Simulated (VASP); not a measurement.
# CaSe (F-43m) in VASP: a series of runs

Runs on CaSe. Level: PBEsol. Tasks: single point.

All numbers are computed with VASP 6.6.1; they aren't measurements. Logs are shortened: lines on timing, memory, paths and dates and some standing lists are left out, and cuts for length are marked.

**1. The cell of the first run**

The structure is cubic, space group F-43m (No. 216). Conventional cell: a = 6.600 Å, b = 6.600 Å, c = 6.600 Å, α = 90.00°, β = 90.00°, γ = 90.00°. Ca (site symmetry -43m) has 4 Se at 2.86 Å within 3.8 Å. Within 3.8 Å of Se (site symmetry -43m) lie 4 Ca at 2.86 Å.

**2. Single point, PBEsol**

Contents of POSCAR:

```
CaSe
1.0
    0.0000000000      3.3000000000      3.3000000000
    3.3000000000      0.0000000000      3.3000000000
    3.3000000000      3.3000000000      0.0000000000
Ca Se
1 1
Direct
    0.0000000000      0.0000000000      0.0000000000
    0.7500000000      0.7500000000      0.7500000000
```

Contents of INCAR.step1:

```
PREC = Accurate
ENCUT = 520
EDIFF = 1E-6
ISMEAR = 0
SIGMA = 0.01
LREAL = False
LASPH = True
NELM = 60
ALGO = Normal
ISIF = 2
LWAVE = False
LCHARG = True
GGA = PS
NBANDS = 15
```

Contents of KPOINTS.step1:

```
Automatic mesh
0
Gamma
  5 5 5
```

Contents of INCAR.step2:

```
PREC = Accurate
ENCUT = 520
EDIFF = 1E-6
ISMEAR = -5
SIGMA = 0.01
LREAL = False
LASPH = True
NELM = 60
ALGO = Normal
ISIF = 2
LWAVE = False
LCHARG = False
GGA = PS
LORBIT = 11
NBANDS = 15
NEDOS = 2001
ICHARG = 11
```

Contents of KPOINTS.step2:

```
Automatic mesh
0
Gamma
  8 8 8
```

Potentials or basis: VASP PAW PBE potentials, release 64 (Ca_sv, Se).

Run with:

```sh
$ cat potpaw_PBE.64/Ca_sv/POTCAR potpaw_PBE.64/Se/POTCAR > POTCAR
$ cp INCAR.step1 INCAR
$ cp KPOINTS.step1 KPOINTS
$ mpirun -np 1 vasp_std > vasp.out
$ cp INCAR.step2 INCAR
$ cp KPOINTS.step2 KPOINTS
$ mpirun -np 1 vasp_std > vasp.out
```

OUTCAR:

```text
PREC = Accurate
   ENCUT = 520
   EDIFF = 1E-6
   ISMEAR = -5
   LREAL = False
   LASPH = True
   NELM = 60
   ISIF = 2
   GGA = PS
   LORBIT = 11
   ICHARG = 11

 ion  position               nearest neighbor table
   1  0.000  0.000  0.000-   2 2.86   2 2.86   2 2.86   2 2.86
   2  0.750  0.750  0.750-   1 2.86   1 2.86   1 2.86   1 2.86

  LATTYP: Found a face centered cubic cell.
 ALAT       =     6.6000000000

  Lattice vectors:

 A1 = (   0.0000000000,   3.3000000000,   3.3000000000)
 A2 = (   3.3000000000,   0.0000000000,   3.3000000000)
 A3 = (   3.3000000000,   3.3000000000,   0.0000000000)

Analysis of symmetry for initial positions (statically):
=====================================================================
 Subroutine PRICEL returns:
 Original cell was already a primitive cell.

 Routine SETGRP: Setting up the symmetry group for a
 face centered cubic supercell.

 Subroutine GETGRP returns: Found 24 space group operations
 (whereof 24 operations were pure point group operations)
 out of a pool of 48 trial point group operations.

The static configuration has the point symmetry T_d .

Analysis of symmetry for dynamics (positions and initial velocities):
=====================================================================
 Subroutine PRICEL returns:
 Original cell was already a primitive cell.

 Routine SETGRP: Setting up the symmetry group for a
 face centered cubic supercell.

 Subroutine GETGRP returns: Found 24 space group operations
 (whereof 24 operations were pure point group operations)
 out of a pool of 48 trial point group operations.

The dynamic configuration has the point symmetry T_d .

 Subroutine INISYM returns: Found 24 space group operations
 (whereof 24 operations are pure point group operations),
 and found     1 'primitive' translations

----------------------------------------------------------------------------------------

                                     Primitive cell

  volume of cell :      71.8740

  direct lattice vectors                    reciprocal lattice vectors
     0.000000000  3.300000000  3.300000000    -0.151515152  0.151515152  0.151515152
     3.300000000  0.000000000  3.300000000     0.151515152 -0.151515152  0.151515152
     3.300000000  3.300000000  0.000000000     0.151515152  0.151515152 -0.151515152

  length of vectors
     4.666904756  4.666904756  4.666904756     0.262431941  0.262431941  0.262431941

  position of ions in fractional coordinates (direct lattice)
     0.000000000  0.000000000  0.000000000
     0.750000000  0.750000000  0.750000000

  ion indices of the primitive-cell ions
   primitive index   ion index
                 1           1
                 2           2

----------------------------------------------------------------------------------------

 KPOINTS: Automatic mesh

Automatic generation of k-mesh.
 Grid dimensions read from file:
 generate k-points for:    8    8    8

 Generating k-lattice:

  Cartesian coordinates                     Fractional coordinates (reciprocal lattice)
    -0.018939394  0.018939394  0.018939394     0.125000000  0.000000000  0.000000000
     0.018939394 -0.018939394  0.018939394     0.000000000  0.125000000  0.000000000
     0.018939394  0.018939394 -0.018939394     0.000000000  0.000000000  0.125000000

  Length of vectors
     0.032803993  0.032803993  0.032803993

  Shift w.r.t. Gamma in fractional coordinates (k-lattice)
     0.000000000  0.000000000  0.000000000

 TETIRR: Found     76 inequivalent tetrahedra from     3072

 Subroutine IBZKPT returns following result:
 ===========================================

 Found     29 irreducible k-points:

 Following reciprocal coordinates:
            Coordinates               Weight
  0.000000  0.000000  0.000000      1.000000
  0.125000  0.000000  0.000000      8.000000
  0.250000  0.000000  0.000000      8.000000
  0.375000  0.000000  0.000000      8.000000
  0.500000  0.000000  0.000000      4.000000
  0.125000  0.125000  0.000000      6.000000
[... 16 lines left out ...]
  0.500000  0.250000  0.125000     48.000000
 -0.375000  0.250000  0.125000     24.000000
 [... further k-points ...]
   k-points           NKPTS =     29   k-points in BZ     NKDIM =     29   number of bands    NBANDS=     15
   number of dos      NEDOS =   2001   number of ions     NIONS =      2
   total plane-waves  NPLWV =  46656
   dimension x,y,z NGX =    36 NGY =   36 NGZ =   36
   dimension x,y,z NGXF=    72 NGYF=   72 NGZF=   72
   ions per type =               1   1
   NGX,Y,Z   is equivalent  to a cutoff of  12.82, 12.82, 12.82 a.u.
   NGXF,Y,Z  is equivalent  to a cutoff of  25.65, 25.65, 25.65 a.u.
 SYSTEM =  unknown system
   PREC   = accura    normal or accurate (medium, high low for compatibility)
   ISTART =      0    job   : 0-new  1-cont  2-samecut
   ICHARG =     11    charge: 1-file 2-atom 10-const
   ISPIN  =      1    spin polarized calculation?
   LNONCOLLINEAR =      F non collinear calculations
   LSORBIT =      F    spin-orbit coupling
   LASPH  =      T    aspherical Exc in radial PAW
   ENCUT  =  520.0 eV  38.22 Ry    6.18 a.u.   8.68  8.68  8.68*2*pi/ulx,y,z
   NELM   =     60;   NELMIN=  2; NELMDL=  0     # of ELM steps
   EDIFF  = 0.1E-05   stopping-criterion for ELM
   LREAL  =      F    real-space projection
   EDIFFG = 0.1E-04   stopping-criterion for IOM
   NSW    =      0    number of steps for IOM
   IBRION =     -1    ionic relax: 0-MD 1-quasi-New 2-CG
   NFREE  =      0    steps in history (QN), initial steepest desc. (CG)
   ISIF   =      2    stress and relaxation
   ISYM   =      2    0-nonsym 1-usesym 2-fastsym
   POTIM  = 0.5000    time-step for ionic-motion
   TEBEG  =    0.0;   TEEND  =   0.0 temperature during run
   PSTRESS=    0.0 pullay stress
   NELECT =      16.0000    total number of electrons
   NUPDOWN=      -1.0000    fix difference up-down
   EMIN   =  10.00;   EMAX   =-10.00  energy-range for DOS
   EFERMI =   0.00;   METHOD = LEGACY
   ISMEAR =    -5;   SIGMA  =   0.01  broadening in eV -4-tet -1-fermi 0-gaus
   EFERMI_NEDOS =   21; number of points for ismear=-14 and -15
   IALGO  =     38    algorithm
   IMIX   =      4    mixing-type and parameters
     AMIX     =   0.40;   BMIX     =  1.00
     AMIX_MAG =   1.60;   BMIX_MAG =  1.00
  volume/ion in A,a.u.               =      35.94       242.51
  Fermi-wavevector in a.u.,A,eV,Ry     =   0.992181  1.874950 13.393889  0.984423
  Thomas-Fermi vector in A             =   2.123975
   LORBIT       =     11    0 simple, 1 ext, 2 COOP (PROOUT), +10 PAW based schemes
   GGA     = PS    functional components
   LHFCALC =     F    Hartree Fock is set to
   AEXX    =    0.0000 exact exchange contribution
   IVDW    =     0    specifies the selected vdW correction
   LEPSILON=     F    determine dielectric tensor
   LRPA    =     F    only Hartree local field effects (RPA)
 non-spin polarized calculation
 Fermi weights with tetrahedron method with Bloechl corrections
  energy-cutoff  :      520.00
  volume of cell :       71.87
 maximum number of plane-waves:      1964

 number of electron      16.0000001 magnetization

 Free energy of the ion-electron system (eV)
  ---------------------------------------------------
  ext. energy  EPLUGINS =         0.00000000
  ---------------------------------------------------
  free energy    TOTEN  =        -9.41645178 eV

  energy without entropy =       -9.41645178  energy(sigma->0) =       -9.41645178

 E-fermi :  -0.4761     XC(G=0):  -7.7314

 val. band max:       -0.4797352399   @ k =  -0.2500   0.2500   0.0000
 cond. band min:       2.5192067630   @ k =   0.0000   0.0000   0.0000
 fundamental gap:      2.9989420029
 Fermi energy:        -0.4761077369

 k-point     1 :       0.0000    0.0000    0.0000
  band No.  band energies     occupation
      1     -39.4204      2.00000
      2     -20.5118      2.00000
      3     -20.5118      2.00000
      4     -20.5118      2.00000
      5     -10.8022      2.00000
      6      -0.5709      2.00000
      7      -0.5709      2.00000
      8      -0.5709      2.00000
      9       2.5192      0.00000
     10       4.8341      0.00000
     11       4.8341      0.00000
     12       6.8164      0.00000
     13       6.8164      0.00000
     14       6.8164      0.00000
     15       8.4445      0.00000

 k-point     2 :       0.1250    0.0000    0.0000
  band No.  band energies     occupation
      1     -39.4201      2.00000
      2     -20.5180      2.00000
      3     -20.5125      2.00000
      4     -20.5125      2.00000
      5     -10.7662      2.00000
      6      -0.8328      2.00000
      7      -0.5576      2.00000
      8      -0.5576      2.00000
      9       2.9909      0.00000
     10       4.7539      0.00000
     11       4.7539      0.00000
     12       6.5382      0.00000
     13       6.8316      0.00000
     14       6.8316      0.00000
     15       7.9882      0.00000

 k-point     3 :       0.2500    0.0000    0.0000
  band No.  band energies     occupation
      1     -39.4196      2.00000
      2     -20.5330      2.00000
      3     -20.5144      2.00000
      4     -20.5144      2.00000
      5     -10.6785      2.00000
      6      -1.2818      2.00000
      7      -0.5288      2.00000
      8      -0.5288      2.00000
      9       3.9095      0.00000
     10       4.6814      0.00000
     11       4.6814      0.00000
     12       5.9140      0.00000
     13       6.6009      0.00000
     14       6.6009      0.00000
     15       7.4230      0.00000
[... 343 lines left out ...]
 k-point    23 :       0.5000    0.2500    0.1250
  band No.  band energies     occupation
      1     -39.4187      2.00000
      2     -20.5474      2.00000
      3     -20.5243      2.00000
      4     -20.5186      2.00000
      5     -10.5426      2.00000
      6      -1.4788      2.00000
      7      -0.7995      2.00000
      8      -0.5083      2.00000
      9       3.8701      0.00000
     10       4.5290      0.00000
     11       5.0917      0.00000
     12       5.9306      0.00000
     13       6.0682      0.00000
     14       6.4033      0.00000
     15       8.0540      0.00000

 k-point    24 :      -0.3750    0.2500    0.1250
  band No.  band energies     occupation
      1     -39.4185      2.00000
      2     -20.5511      2.00000
      3     -20.5257      2.00000
      4     -20.5196      2.00000
      5     -10.5131      2.00000
      6      -1.4893      2.00000
      7      -0.8733      2.00000
      8      -0.5087      2.00000
      9       3.7753      0.00000
     10       4.5536      0.00000
     11       5.0083      0.00000
     12       5.9772      0.00000
     13       6.0544      0.00000
     14       6.3953      0.00000
     15       8.4101      0.00000

 [... further k-points ...]
[... 5 lines left out ...]
  --------------------------------------------------------------------------------------
  -------------------------------------------------------------------------------------
  Total       -0.5974186     -0.5974186     -0.5974186     -0.0000000      0.0000000     -0.0000000
  in kB      -13.3173397    -13.3173397    -13.3173397     -0.0000000      0.0000000     -0.0000000
  external PRESSURE =     -13.3173397 kB  Pullay stress =       0.0000000 kB

 VOLUME and BASIS-vectors are now :
 -----------------------------------------------------------------------------
  energy-cutoff  :      520.00
  volume of cell :       71.87
      direct lattice vectors                 reciprocal lattice vectors
     0.000000000  3.300000000  3.300000000    -0.151515152  0.151515152  0.151515152
     3.300000000  0.000000000  3.300000000     0.151515152 -0.151515152  0.151515152
     3.300000000  3.300000000  0.000000000     0.151515152  0.151515152 -0.151515152

 POSITION                                       TOTAL-FORCE (eV/Angst)
 -----------------------------------------------------------------------------------
      0.00000      0.00000      0.00000         0.000000      0.000000      0.000000
      4.95000      4.95000      4.95000        -0.000000     -0.000000     -0.000000
 -----------------------------------------------------------------------------------
    total drift:                               -0.000000     -0.000000     -0.000000

  FREE ENERGIE OF THE ION-ELECTRON SYSTEM (eV)
  ---------------------------------------------------
  free  energy   TOTEN  =        -9.4164517772 eV

  energy  without entropy=       -9.4164517772  energy(sigma->0) =       -9.41645178

 total charge

# of ion       s       p       d       tot
------------------------------------------
    1        2.043   5.846   0.232   8.120
    2        1.433   2.468   0.003   3.903
--------------------------------------------------
tot          3.475   8.314   0.235  12.024
```

Wall time 38 s (1 thread of AMD EPYC 7R43 (Zen 3), shared host); peak memory 0.17 GiB.

Results:

```
Valence electrons inside the program's atomic spheres : Ca 8.12; Se 3.90
```

Caveat: the PAW data sets were made with another functional, which shifts forces and pressure a little.

**3. Single point, PBEsol**

POSCAR is that of step 2.

Contents of INCAR.step1:

```
SYSTEM = CaSe
ALGO = Normal
EDIFF = 1E-6
ENCUT = 520
GGA = PS
ISIF = 2
ISMEAR = 0
LASPH = .True.
LCHARG = .True.
LREAL = .False.
LWAVE = .False.
NBANDS = 15
NELM = 60
PREC = Accurate
SIGMA = 0.01
```

Contents of KPOINTS.step1:

```
k-points
0
Gamma
  5 5 5
  0 0 0
```

Contents of INCAR.step2:

```
SYSTEM = CaSe
ALGO = Normal
EDIFF = 1E-6
ENCUT = 520
GGA = PS
ICHARG = 11
ISIF = 2
ISMEAR = -5
LASPH = .True.
LCHARG = .False.
LORBIT = 10
LREAL = .False.
LWAVE = .False.
NEDOS = 1001
NELM = 60
PREC = Accurate
SIGMA = 0.01
```

Contents of KPOINTS.step2:

```
k-points
0
Gamma
  8 8 8
  0 0 0
```

Potentials or basis: VASP PAW PBE potentials, release 64 (Ca_sv, Se).

Run with:

```sh
$ cat potpaw_PBE.64/Ca_sv/POTCAR potpaw_PBE.64/Se/POTCAR > POTCAR
$ cp INCAR.step1 INCAR
$ cp KPOINTS.step1 KPOINTS
$ mpirun -np 1 vasp_std > vasp.out
$ cp INCAR.step2 INCAR
$ cp KPOINTS.step2 KPOINTS
$ mpirun -np 1 vasp_std > vasp.out
```

OUTCAR:

```text
SYSTEM = CaSe
   EDIFF = 1E-6
   ENCUT = 520
   GGA = PS
   ICHARG = 11
   ISIF = 2
   ISMEAR = -5
   LASPH = .True.
   LORBIT = 10
   LREAL = .False.
   NELM = 60
   PREC = Accurate

 ion  position               nearest neighbor table
   1  0.000  0.000  0.000-   2 2.86   2 2.86   2 2.86   2 2.86
   2  0.750  0.750  0.750-   1 2.86   1 2.86   1 2.86   1 2.86

  LATTYP: Found a face centered cubic cell.
 ALAT       =     6.6000000000

  Lattice vectors:

 A1 = (   0.0000000000,   3.3000000000,   3.3000000000)
 A2 = (   3.3000000000,   0.0000000000,   3.3000000000)
 A3 = (   3.3000000000,   3.3000000000,   0.0000000000)

Analysis of symmetry for initial positions (statically):
=====================================================================
 Subroutine PRICEL returns:
 Original cell was already a primitive cell.

 Routine SETGRP: Setting up the symmetry group for a
 face centered cubic supercell.

 Subroutine GETGRP returns: Found 24 space group operations
 (whereof 24 operations were pure point group operations)
 out of a pool of 48 trial point group operations.

The static configuration has the point symmetry T_d .

Analysis of symmetry for dynamics (positions and initial velocities):
=====================================================================
 Subroutine PRICEL returns:
 Original cell was already a primitive cell.

 Routine SETGRP: Setting up the symmetry group for a
 face centered cubic supercell.

 Subroutine GETGRP returns: Found 24 space group operations
 (whereof 24 operations were pure point group operations)
 out of a pool of 48 trial point group operations.

The dynamic configuration has the point symmetry T_d .

 Subroutine INISYM returns: Found 24 space group operations
 (whereof 24 operations are pure point group operations),
 and found     1 'primitive' translations

----------------------------------------------------------------------------------------

[... 130 lines left out ...]

 number of electron      16.0000001 magnetization

 Free energy of the ion-electron system (eV)
  ---------------------------------------------------
  ext. energy  EPLUGINS =         0.00000000
  ---------------------------------------------------
  free energy    TOTEN  =        -9.41645178 eV

  energy without entropy =       -9.41645178  energy(sigma->0) =       -9.41645178

 E-fermi :  -0.4717     XC(G=0):  -7.7314

 val. band max:       -0.4797352399   @ k =  -0.2500   0.2500   0.0000
 cond. band min:       2.5192068066   @ k =   0.0000   0.0000   0.0000
 fundamental gap:      2.9989420465
 Fermi energy:        -0.4717130184

 k-point     1 :       0.0000    0.0000    0.0000
  band No.  band energies     occupation
      1     -39.4204      2.00000
      2     -20.5118      2.00000
      3     -20.5118      2.00000
      4     -20.5118      2.00000
      5     -10.8022      2.00000
      6      -0.5709      2.00000
      7      -0.5709      2.00000
      8      -0.5709      2.00000
      9       2.5192      0.00000
     10       4.8341      0.00000
     11       4.8341      0.00000
     12       6.8164      0.00000
[... 331 lines left out ...]
 k-point    24 :      -0.3750    0.2500    0.1250
  band No.  band energies     occupation
      1     -39.4185      2.00000
      2     -20.5511      2.00000
      3     -20.5257      2.00000
      4     -20.5196      2.00000
      5     -10.5131      2.00000
      6      -1.4893      2.00000
      7      -0.8733      2.00000
      8      -0.5087      2.00000
      9       3.7753      0.00000
     10       4.5536      0.00000
     11       5.0083      0.00000
     12       5.9875      0.00000

 [... further k-points ...]

------------------------ aborting loop because EDIFF is reached ----------------------------------------

  FORCE on cell =-STRESS in cart. coord.  units (eV):
  Direction    XX          YY          ZZ          XY          YZ          ZX
  --------------------------------------------------------------------------------------
  -------------------------------------------------------------------------------------
  Total       -0.5970741     -0.5970741     -0.5970741      0.0000000      0.0000000     -0.0000000
  in kB      -13.3096602    -13.3096602    -13.3096602      0.0000000      0.0000000     -0.0000000
  external PRESSURE =     -13.3096602 kB  Pullay stress =       0.0000000 kB

 VOLUME and BASIS-vectors are now :
 -----------------------------------------------------------------------------
  energy-cutoff  :      520.00
  volume of cell :       71.87
      direct lattice vectors                 reciprocal lattice vectors
     0.000000000  3.300000000  3.300000000    -0.151515152  0.151515152  0.151515152
     3.300000000  0.000000000  3.300000000     0.151515152 -0.151515152  0.151515152
     3.300000000  3.300000000  0.000000000     0.151515152  0.151515152 -0.151515152

 POSITION                                       TOTAL-FORCE (eV/Angst)
 -----------------------------------------------------------------------------------
      0.00000      0.00000      0.00000        -0.000000     -0.000000     -0.000000
      4.95000      4.95000      4.95000         0.000000      0.000000      0.000000
 -----------------------------------------------------------------------------------
    total drift:                               -0.000000     -0.000000     -0.000000

  FREE ENERGIE OF THE ION-ELECTRON SYSTEM (eV)
  ---------------------------------------------------
  free  energy   TOTEN  =        -9.4164517775 eV

  energy  without entropy=       -9.4164517775  energy(sigma->0) =       -9.41645178

 total charge

# of ion       s       p       d       tot
------------------------------------------
    1        2.043   5.846   0.232   8.120
    2        1.433   2.468   0.003   3.903
--------------------------------------------------
tot          3.475   8.314   0.235  12.024
```

It took 36 s on 1 thread of AMD EPYC 7R43 (Zen 3), shared host; peak memory 0.17 GiB.

Results:

```yaml
Valence_electrons_inside_the_program's_atomic_spheres: Ca 8.12; Se 3.90
```

Caveat: the PAW data sets were made with another functional, which shifts forces and pressure a little.
